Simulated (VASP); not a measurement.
# Be16N (a cell with a defect) in VASP: a series of runs, part 2 of 2

VASP 6.6.1.

### Step 3. Single point, PBE+D3(BJ)

File INCAR:

```
PREC = Accurate
ENCUT = 520
EDIFF = 1E-7
ISMEAR = -1
SIGMA = 0.15
LREAL = Auto
LASPH = T
NELM = 100
ALGO = Normal
ISIF = 2
LWAVE = F
LCHARG = T
GGA = PE
IVDW = 12
LELF = T
LVHAR = T
NBANDS = 32
```

File KPOINTS:

```
Automatic mesh
0
Gamma
  3 3 2
```

File POSCAR:

```
Be16N
1.0
   -2.2900000000     -3.9663960000      0.0000000000
    3.4350000000     -1.9831980000      0.0000000000
    0.0000000000      0.0000000000      7.1768600000
Be N
16 1
Direct
    0.7411541550      0.5130547350     -0.0032326115
    0.5181973460      0.3734998318      0.2319816744
    0.7084064794      0.5636246980      0.4906045262
    0.5229758610      0.2966272843      0.7641782061
    0.5442193007     -0.0040284720      0.0050857896
    0.2256860467      0.8209668259      0.2276901040
    0.4974450654      0.0024888500      0.4722399489
    0.2646288936      0.8388355651      0.7570441669
    0.2669025296      0.4830878582      0.0116903493
    0.0159194964      0.3341355595      0.2616603919
    0.2437661532      0.4936606960      0.5029079570
    0.0232980487      0.3583559044      0.7775127284
    0.0064872481      0.0067411348     -0.0001950714
    0.7590517578      0.8932543014      0.2280663131
   -0.0348387001     -0.0420613168      0.5197816315
    0.7015660337      0.8100105436      0.7502027349
    0.2499879329      0.1359162639      0.6249669075
```

Potentials or basis: VASP PAW PBE potentials, release 64 (Be, N).

Launch:

```bash
cat potpaw_PBE.64/Be/POTCAR potpaw_PBE.64/N/POTCAR > POTCAR
mpirun -np 1 vasp_std > vasp.out
```

OUTCAR:

```text
PREC = Accurate
   ENCUT = 520
   EDIFF = 1E-7
   ISMEAR = -1
   LREAL = Auto
   LASPH = T
   NELM = 100
   ISIF = 2
   GGA = PE
   IVDW = 12
 IVDW          = 12

 ion  position               nearest neighbor table
   1  0.741  0.513  0.997-   2 2.05   5 2.12   4 2.13  12 2.13  16 2.13   9 2.18   5 2.24  14 2.24
                            13 2.30  13 2.35  10 2.39
   2  0.518  0.373  0.232-   9 2.00   1 2.05   3 2.18  14 2.20   5 2.22   6 2.22   7 2.27  10 2.29
                            10 2.32  14 2.34  11 2.36
   3  0.708  0.564  0.491-  15 1.97   7 2.00  16 2.10  11 2.15   2 2.18  14 2.31  10 2.35   4 2.39
[... 8 lines left out ...]
                            11 2.34
   8  0.265  0.839  0.757-  17 1.51  16 2.01   4 2.17  12 2.21  13 2.21  15 2.24   5 2.28  11 2.28
                             9 2.31  12 2.34
   9  0.267  0.483  0.012-   2 2.00   6 2.06  12 2.08   1 2.18  10 2.21  13 2.24   4 2.25   8 2.31
                             5 2.31
  10  0.016  0.334  0.262-  11 2.12  14 2.12   6 2.17   9 2.21   6 2.26  13 2.28   2 2.29   2 2.32
                             3 2.35   1 2.39
  11  0.244  0.494  0.503-  17 1.67  10 2.12   3 2.15  15 2.24  12 2.28   7 2.28   8 2.28   7 2.34
                             2 2.36   6 2.37
  12  0.023  0.358  0.778-  17 1.75   9 2.08  13 2.12   1 2.13   8 2.21  11 2.28   4 2.30   4 2.31
                            16 2.33   8 2.34
  13  0.006  0.007  1.000-  14 2.04   6 2.06   5 2.12  12 2.12   8 2.21   9 2.24  10 2.28   1 2.30
                             1 2.35
  14  0.759  0.893  0.228-   5 1.92  13 2.04  10 2.12   6 2.16   7 2.17   2 2.20   1 2.24   3 2.31
                            15 2.31   2 2.34
  15  0.965  0.958  0.520-  17 1.66   3 1.97  16 2.13   7 2.18   8 2.24  11 2.24  14 2.31
  16  0.702  0.810  0.750-   8 2.01   4 2.10   5 2.10   3 2.10  15 2.13   1 2.13   4 2.20  12 2.33
                             7 2.33
  17  0.250  0.136  0.625-   8 1.51   7 1.66  15 1.66  11 1.67   4 1.72  12 1.75

  LATTYP: Found a simple orthorhombic cell.
 ALAT       =     3.9663962620
 B/A-ratio  =     1.1547004875
 C/A-ratio  =     1.8094157835

  Lattice vectors:

 A1 = (  -3.4350000000,   1.9831980000,   0.0000000000)
 A2 = (  -2.2900000000,  -3.9663960000,   0.0000000000)
 A3 = (   0.0000000000,   0.0000000000,   7.1768600000)

Analysis of symmetry for initial positions (statically):
[... 171 lines left out ...]
 non-spin polarized calculation
  energy-cutoff  :      520.00
  volume of cell :      130.38
 maximum number of plane-waves:      3531
 NGX is ok and might be reduce to    36
   NGX = 17   NGY = 15   NGZ = 27

 number of electron      37.0000001 magnetization

 Free energy of the ion-electron system (eV)
  ---------------------------------------------------
  ext. energy  EPLUGINS =         0.00000000
  ---------------------------------------------------
  free energy    TOTEN  =       -65.75269480 eV

  energy without entropy =      -65.58457983  energy(sigma->0) =      -65.66863732

 E-fermi :   7.1834     XC(G=0): -10.7332

 val. band max:        7.1517241984   @ k =  -0.3333   0.3333   0.0000
 cond. band min:       7.2233268998   @ k =   0.0000   0.0000   0.5000
 fundamental gap:      0.0716027014
 Fermi energy:         7.1834304068

 k-point     1 :       0.0000    0.0000    0.0000
  band No.  band energies     occupation
      1     -10.5898      2.00000
      2      -3.4594      2.00000
      3      -2.4157      2.00000
      4      -0.9277      2.00000
      5      -0.6475      2.00000
      6      -0.2393      2.00000
[... 319 lines left out ...]
     29      12.4852      0.00000
     30      12.8124      0.00000
 [bands above 30 left out]

------------------------ aborting loop because EDIFF is reached ----------------------------------------

 Edisp (eV)   -5.91057

 E8    (eV) :    -2.0279

  FORCE on cell =-STRESS in cart. coord.  units (eV):
  Direction    XX          YY          ZZ          XY          YZ          ZX
  --------------------------------------------------------------------------------------
  -------------------------------------------------------------------------------------
  Total       2.36912     2.96327     5.13868    -0.75514    -0.24521    -4.00028
  in kB      29.11400    36.41540    63.14895    -9.27990    -3.01332   -49.15921
  external pressure =       42.89 kB  Pullay stress =        0.00 kB

 VOLUME and BASIS-vectors are now :
 -----------------------------------------------------------------------------
  energy-cutoff  :      520.00
  volume of cell :      130.38
      direct lattice vectors                 reciprocal lattice vectors
    -2.290000000 -3.966396000  0.000000000    -0.109170306 -0.189088533  0.000000000
     3.435000000 -1.983198000  0.000000000     0.218340611 -0.126059022  0.000000000
     0.000000000  0.000000000  7.176860000     0.000000000  0.000000000  0.139336702

 POSITION                                       TOTAL-FORCE (eV/Angst)
 -----------------------------------------------------------------------------------
      0.06510     -3.95720      7.15366        -0.486758     -0.986028      0.592111
      0.09630     -2.79610      1.66490        -0.177580      0.595784      1.023981
      0.31380     -3.92760      3.52100        -1.523235     -0.217460     -0.254861
     -0.17870     -2.66260      5.48440         0.844699     -0.033044     -0.698230
      2.17490     -4.13380      0.03650         1.260357      1.252325     -0.572032
      2.30320     -2.52330      1.63410        -0.037719     -0.986171      0.807013
[... 9 lines left out ...]
      1.17580     -4.38910      5.38410        -1.834798     -1.006828      0.256931
     -0.10560     -1.26110      4.48530         2.825114     -0.188773     -0.999984
 -----------------------------------------------------------------------------------
    total drift:                               -0.001349      0.000783      0.000391

  FREE ENERGIE OF THE ION-ELECTRON SYSTEM (eV)
  ---------------------------------------------------
  free  energy   TOTEN  =       -71.6632695435 eV

  energy  without entropy=      -71.4951545795  energy(sigma->0) =      -71.57921206
```

OSZICAR:

```text
N       E                     dE             d eps       ncg     rms          rms(c)
DAV:   1     0.708857651940E+02    0.70886E+02   -0.15194E+04   640   0.997E+02
DAV:   2    -0.597347854926E+02   -0.13062E+03   -0.12264E+03   840   0.196E+02
DAV:   3    -0.687270321775E+02   -0.89922E+01   -0.88665E+01   832   0.477E+01
DAV:   4    -0.688536412574E+02   -0.12661E+00   -0.12648E+00   808   0.665E+00
DAV:   5    -0.688548379968E+02   -0.11967E-02   -0.11965E-02   840   0.611E-01    0.900E+00
DAV:   6    -0.658758184387E+02    0.29790E+01   -0.74339E+00   864   0.159E+01    0.364E+00
DAV:   7    -0.658370623872E+02    0.38756E-01   -0.21505E+00   784   0.765E+00    0.255E+00
DAV:   8    -0.657707374567E+02    0.66325E-01   -0.25916E-01   944   0.298E+00    0.925E-01
DAV:   9    -0.657523351742E+02    0.18402E-01   -0.53476E-02   792   0.159E+00    0.276E-01
DAV:  10    -0.657532372472E+02   -0.90207E-03   -0.31062E-02   816   0.800E-01    0.177E-01
DAV:  11    -0.657527103175E+02    0.52693E-03   -0.46383E-03   848   0.460E-01    0.550E-02
DAV:  12    -0.657526842819E+02    0.26036E-04   -0.77298E-04   792   0.170E-01    0.197E-02
DAV:  13    -0.657526948120E+02   -0.10530E-04   -0.12515E-04   792   0.534E-02    0.594E-03
DAV:  14    -0.657526947397E+02    0.72307E-07   -0.55852E-06   792   0.162E-02    0.269E-03
DAV:  15    -0.657526947618E+02   -0.22076E-07   -0.13049E-06   792   0.803E-03    0.414E-04
DAV:  16    -0.657526947985E+02   -0.36748E-07   -0.14880E-07   592   0.193E-03
   1 F= -.71663270E+02 E0= -.71579212E+02  d E =-.168115E+00
```

stdout:

```text
POSCAR found type information on POSCAR BeN
 POSCAR found :  2 types and      17 ions
 scaLAPACK will be used
 LDA part: xc-table for (Slater+PW92), standard interpolation
 POSCAR, INCAR and KPOINTS ok, starting setup
 FFT: planning ... GRIDC
 FFT: planning ... GRID_SOFT
 FFT: planning ... GRID
 WAVECAR not read
 entering main loop
```

Wall time 79 s (1 thread of Intel Xeon Platinum 8259CL at 2.50GHz (Skylake/Cascade Lake), shared host); peak memory 0.26 GiB.

Results:

```yaml
Free_energy: -71.6633 eV
Pressure: 4.3 GPa
Largest_force: 3.003 eV/Å
Dispersion_energy_per_atom: -0.348 eV
```

Forces in eV/Å, atoms in the order of the input:
```
Be  -0.487 -0.986  0.592
Be  -0.178  0.596  1.024
Be  -1.523 -0.217 -0.255
Be   0.845 -0.033 -0.698
Be   1.260  1.252 -0.572
Be  -0.038 -0.986  0.807
Be   0.617 -0.371  0.094
Be  -1.107  1.270  1.623
Be   0.407  0.238 -0.532
Be   0.336  0.354 -0.863
Be  -0.606  0.307  0.075
Be   0.249  0.289 -1.355
Be  -0.112  0.051  0.066
Be  -1.192  0.509  1.529
Be   0.538 -1.078 -0.792
Be  -1.835 -1.007  0.257
N    2.825 -0.189 -1.000
```

Stress tensor (GPa, compression positive):
```
 2.91 -0.93 -4.92
-0.93  3.64 -0.30
-4.92 -0.30  6.31
```

Caveat: the k points lie up to 0.53 Å⁻¹ apart.

### Step 4. Single point, PBE+D3(BJ)

File INCAR:

```
SYSTEM = Be16N
PREC = Accurate ; ENCUT = 520
EDIFF = 1E-7 ; ISMEAR = -1
SIGMA = 0.15 ; LREAL = Auto
LASPH = .TRUE. ; NELM = 100
ALGO = Normal ; ISIF = 2
LWAVE = .FALSE. ; LCHARG = .TRUE.
GGA = PE ; IVDW = 12
LELF = .TRUE. ; LVHAR = .TRUE.
NBANDS = 32
```

File KPOINTS:

```
Automatic mesh
0
G
  3 3 2
  0 0 0
```

File POSCAR:

```
Be16N
1.0
   -2.2900000000     -3.9663960000      0.0000000000
    3.4350000000     -1.9831980000      0.0000000000
    0.0000000000      0.0000000000      7.1768600000
Be N
16 1
Direct
    0.7495412178      0.5229546983     -0.0046259785
    0.4952602770      0.3604791949      0.2382239587
    0.7512305152      0.5350561514      0.4819238497
    0.4828688790      0.3060465016      0.7765234378
    0.4718722330     -0.0012263716      0.0200644850
    0.2569665104      0.8439747624      0.2598211474
    0.5073442894      0.0310970663      0.4783150291
    0.3069840562      0.8222979589      0.7457857615
    0.2486295646      0.4804546442      0.0175146234
   -0.0221923842      0.3388586434      0.2559893881
    0.2218669002      0.5022635230      0.5006367687
    0.0189394263      0.3375753381      0.7439325833
   -0.0329308373     -0.0416918828      0.0090847529
    0.7550570502      0.8743175095      0.2396173257
   -0.0187550358     -0.0033330515      0.4872047107
    0.7988851748      0.8185289811      0.7366313402
    0.2585475269      0.1453198942      0.6317665386
```

Launch:

```bash
cat potpaw_PBE.64/Be/POTCAR potpaw_PBE.64/N/POTCAR > POTCAR
mpirun -np 1 vasp_std > vasp.out
```

It took 82 s on 1 thread of Intel Xeon Platinum 8259CL at 2.50GHz (Skylake/Cascade Lake), shared host; peak memory 0.26 GiB.

The run converged. Its results:

- Free energy: -71.7168 eV
- Pressure: 4.4 GPa
- Largest force: 2.539 eV/Å
- Dispersion energy per atom: -0.348 eV

Forces in eV/Å, atoms in the order of the input:
```
Be  -0.535  0.801  0.321
Be  -0.249 -0.023  0.807
Be   0.823  0.361  0.388
Be   0.104 -1.806 -0.236
Be  -0.381 -0.564 -0.485
Be   0.135  0.716 -1.015
Be  -0.506 -0.131  0.535
Be  -1.011  1.139  1.604
Be   0.765  0.251 -0.449
Be  -0.158 -0.680 -1.036
Be  -0.986 -0.294 -0.353
Be   1.446  1.081  1.534
Be   0.700 -2.086 -0.650
Be  -0.583  1.175  0.435
Be   0.074 -0.817  0.331
Be  -0.307  1.237  0.692
N    0.667 -0.360 -2.423
```

Stress tensor (GPa, compression positive):
```
 1.02 -2.67 -1.07
-2.67  2.66  0.99
-1.07  0.99  9.50
```

Levels at points of the mesh, in eV from the Fermi level:
```csv
k point,band 15,band 16,band 17,band 18,band 19,band 20,band 21,band 22,band 23,band 24
"(0.00, 0.00, 0.00)",-2.66,-1.92,-1.36,-0.33,0.61,0.88,1.38,1.53,1.92,2.24
"(0.00, 0.00, 0.50)",-2.14,-1.52,-1.28,-0.47,-0.21,0.44,1.53,2.11,2.29,2.45
```

Caveat: the k points lie up to 0.53 Å⁻¹ apart.
